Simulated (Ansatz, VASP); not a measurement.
# Two plane-wave programs on Mn

```xyz
3
Lattice="3.8185 0.0000 0.0000 -1.9092 3.3069 0.0000 0.0000 0.0000 2.3939" Properties=species:S:1:pos:R:3 pbc="T T T"
Mn    0.0000    0.0000    0.0000
Mn    0.0000    2.2046    1.1970
Mn    1.9092    1.1023    1.1970
```

Alike in both runs: task single point; functional revPBE; k mesh 10 × 10 × 14; occupations fermi-dirac, width 0.1 eV; no spin polarisation.

```csv
,VASP,Ansatz
version,VASP 6.6.1,Ansatz 0.2.0
potentials or method,"VASP PAW PBE potentials, release 64 (Mn_pv), cutoff 520 eV","plane waves (420 eV) with PAW, scalar-relativistic"
valence electrons in the cell,39,45
```

```csv
,VASP,Ansatz,Ansatz less VASP
pressure (GPa),26.4,26.1,-0.25
"traceless stress, the component that is largest in VASP (GPa)",-1.28,-1.09,+0.183
```

VASP's potentials were made for PBE, not for revPBE. VASP's potentials hold 39 valence electrons a cell and Ansatz's 45, so a difference there can come from the potentials and not from the codes.
